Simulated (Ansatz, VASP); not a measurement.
AgCl: VASP beside Ansatz

```xyz
2
Lattice="0.0000 2.7732 2.7732 2.7732 0.0000 2.7732 2.7732 2.7732 0.0000" Properties=species:S:1:pos:R:3 pbc="T T T"
Ag    0.0000    0.0000    0.0000
Cl    2.7732    2.7732    2.7732
```

Alike in both runs: task single point; functional PBE-based screened hybrid; k mesh 4 × 4 × 4; no spin polarisation.

```csv
,VASP,Ansatz
version,VASP 6.6.1,Ansatz 0.2.0
potentials or method,"VASP PAW PBE potentials, release 64 (Ag, Cl)",plane waves
plane-wave cutoff (eV),520,420
occupations,"gaussian, width 0.01 eV",fixed
valence electrons in the cell,18,26
```

```csv
,VASP,Ansatz,Ansatz less VASP
gap on the k mesh at the Fermi level (eV),1.49,1.50,+0.008
pressure (GPa),1.5,1.7,+0.16
```

VASP's potentials were made for PBE, not for PBE-based screened hybrid. VASP's potentials hold 18 valence electrons a cell and Ansatz's 26, so a difference there can come from the potentials and not from the codes. Ansatz's warnings: stress exchange threshold loose, stress scf threshold loose.

The k mesh is coarse, so the values compare programs but aren't converged.
